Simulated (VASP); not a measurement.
A run of VASP 6.6.1:

File INCAR:

```
SYSTEM = TiO2
ALGO = Normal
EDIFF = 1E-6
ENCUT = 520
GGA = PS
ISIF = 2
ISMEAR = 0
LASPH = .TRUE.
LCHARG = .FALSE.
LREAL = .FALSE.
LWAVE = .FALSE.
NBANDS = 33
NELM = 100
PREC = Accurate
SIGMA = 0.02
```

Contents of KPOINTS:

```
k-points
0
G
  6 6 10
  0 0 0
```

File POSCAR:

```
TiO2
1.0
    4.5908688281      0.0000000000      0.0000000000
    0.0000000000      4.5908688281      0.0000000000
    0.0000000000      0.0000000000      2.9392264229
Ti O
2 4
Direct
    0.0000000000      0.0000000000      0.0000000000
    0.5000000000      0.5000000000      0.5000000000
    0.3044100929      0.3044100929      0.0000000000
    0.1955899071      0.8044100929      0.5000000000
    0.6955899071      0.6955899071      0.0000000000
    0.8044100929      0.1955899071      0.5000000000
```

Potentials or basis: VASP PAW PBE potentials, release 64 (Ti_sv, O).

Command:

```sh
$ cat potpaw_PBE.64/Ti_sv/POTCAR potpaw_PBE.64/O/POTCAR > POTCAR
$ mpirun -np 1 vasp_std > vasp.out
```

Hardware: 1 thread of Intel(R) Xeon(R) Platinum 8375C CPU @ 2.90GHz (Ice Lake), on a shared host.

How long does it take, and how much memory?

Wall time 91 s on 1 thread of Intel(R) Xeon(R) Platinum 8375C CPU @ 2.90GHz (Ice Lake) (shared host), peak memory 0.23 GiB. Counts: scf iterations 16, k points 60.
